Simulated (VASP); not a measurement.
Runs of VASP 6.6.1 on GaN. The structure is that of space group F-43m (No. 216), or close to it. The cells are those of the table. 

| cell | gap on the mesh (eV) | pressure (GPa) |
| --- | --- | --- |
| a = 3.204, b = 3.204, c = 3.180 Å, angles 60.2, 60.2, 59.5°, 2 atoms | 2.04 | -1.8 |
| a = 3.181, b = 3.181, c = 3.228 Å, angles 59.5, 59.5, 61.0°, 2 atoms | 1.97 | -1.8 |
| a = 3.252, b = 3.252, c = 3.228 Å, angles 60.2, 60.2, 59.5°, 2 atoms | 1.74 | -9.3 |
| a = 3.205, b = 3.205, c = 3.133 Å, angles 60.7, 60.7, 58.5°, 2 atoms | 2.08 | 1.1 |
| a = 3.252, b = 3.252, c = 3.276 Å, angles 59.8, 59.8, 60.5°, 2 atoms | 1.62 | (a) |
| a = 3.229, b = 3.229, c = 3.276 Å, angles 59.5, 59.5, 61.0°, 2 atoms | 1.68 | -9.3 |
| a = 3.204, b = 3.204, c = 3.228 Å, angles 59.8, 59.8, 60.5°, 2 atoms | 1.92 | -4.5 |
| a = 3.229, b = 3.229, c = 3.180 Å, angles 60.5, 60.5, 59.0°, 2 atoms | 1.91 | -4.5 |
| a = 3.181, b = 3.181, c = 3.133 Å, angles 60.5, 60.5, 59.0°, 2 atoms | (b) | 4.2 |

Alike in all rows: task single point; level r2SCAN; potentials or basis VASP PAW PBE potentials, release 64 (Ga_d, N); no spin polarisation; k mesh 10 × 10 × 10; cutoff (eV) 520; smearing gaussian 0.05 eV.

Problem. Estimate the missing entries.

Solution. (a) -11.5; (b) 2.21.

Caveats: the PAW data sets were made with another functional, which shifts forces and pressure a little.

A k mesh can miss the band edges, and the runs leave out spin-orbit coupling on Ga.
